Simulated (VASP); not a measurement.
Here is a VASP 6.6.1 calculation.

Contents of INCAR:

```
PREC     = Accurate       # precision mode
ENCUT    = 600            # plane-wave cutoff, eV
EDIFF    = 1E-8           # SCF threshold, eV
ISMEAR   = -1             # smearing method
SIGMA    = 0.05           # smearing width, eV
LREAL    = False          # projectors in reciprocal space
LASPH    = True           # aspherical terms in the spheres
NELM     = 60             # most SCF steps
ALGO     = Normal         # electronic algorithm
ISIF     = 3              # what is computed and relaxed
LWAVE    = False          # write WAVECAR
LCHARG   = False          # write CHGCAR
GGA      = CA             # functional
NBANDS   = 8              # bands
IBRION   = 6              # ionic algorithm
NFREE    = 2            
POTIM    = 0.015          # step
NSW      = 1              # ionic steps
```

The input KPOINTS:

```
regular mesh
0
Gamma
  9 9 9
```

The input POSCAR:

```
Sb
1.0
   -1.5765401831      1.5765401831      2.7119384313
    1.5765401831     -1.5765401831      2.7119384313
    1.5765401831      1.5765401831     -2.7119384313
Sb
1
Direct
    0.0000000000      0.0000000000      0.0000000000
```

Potentials or basis: VASP PAW LDA potentials, release 64 (Sb).

The run is started by

```sh
$ cat potpaw_LDA.64/Sb/POTCAR > POTCAR
$ mpirun -np 1 vasp_std > vasp.out
```

Problem. Predict the Voigt bulk modulus.

Solution. 63 GPa.

Clamped-ion elastic tensor (GPa):
```
142  15  49   0   0   0
 15 142  49   0   0   0
 49  49  61   0   0   0
  0   0   0 -11   0   0
  0   0   0   0 -11   0
  0   0   0   0   0 -14
```

Caveat: the cell is under stress, which shifts elastic constants; the elastic tensor has a negative eigenvalue, so either the cell is unstable as it stands or the mesh is too thin.
